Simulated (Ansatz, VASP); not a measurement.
## SiNi: VASP beside Ansatz

```
Si Ni
1.0
     3.02662    0.00000    0.00000
     0.00000    3.27350    0.00000
     0.00000    0.00000    4.69776
Si Ni
2 2
Direct
  0.50000 0.50000 0.84230
  0.00000 0.00000 0.15770
  0.50000 0.50000 0.34422
  0.00000 0.00000 0.65578
```

Alike in both runs: task single point; functional PBE; k mesh 4 × 4 × 2; occupations gaussian, width 0.1 eV; no spin polarisation.

```csv
,VASP,Ansatz
version,VASP 6.6.1,Ansatz 0.2.0
potentials or method,"VASP PAW PBE potentials, release 64 (Si, Ni_sv_GW), cutoff 690 eV","scalar-relativistic, plane waves, PAW"
valence electrons in the cell,44,44
```

|  | VASP | Ansatz | Ansatz less VASP |
| --- | --- | --- | --- |
| gap on the k mesh at the Fermi level (eV) | none | none | - |
| pressure (GPa) | 0.7 | 1.5 | +0.81 |
| traceless stress, the component that is largest in VASP (GPa) | 2.57 | 2.52 | -0.054 |
| rms of the force components (eV/Å) | 0.099 | 0.097 | -0.0015 |

Atom by atom the forces differ by 0.004 eV/Å (rms over components). A gap of «none» marks a metal or a gap that the smearing closes. With one functional, cell and mesh, what is left measures potentials, basis and numerics.

The k mesh is coarse, so the values compare programs but aren't converged.
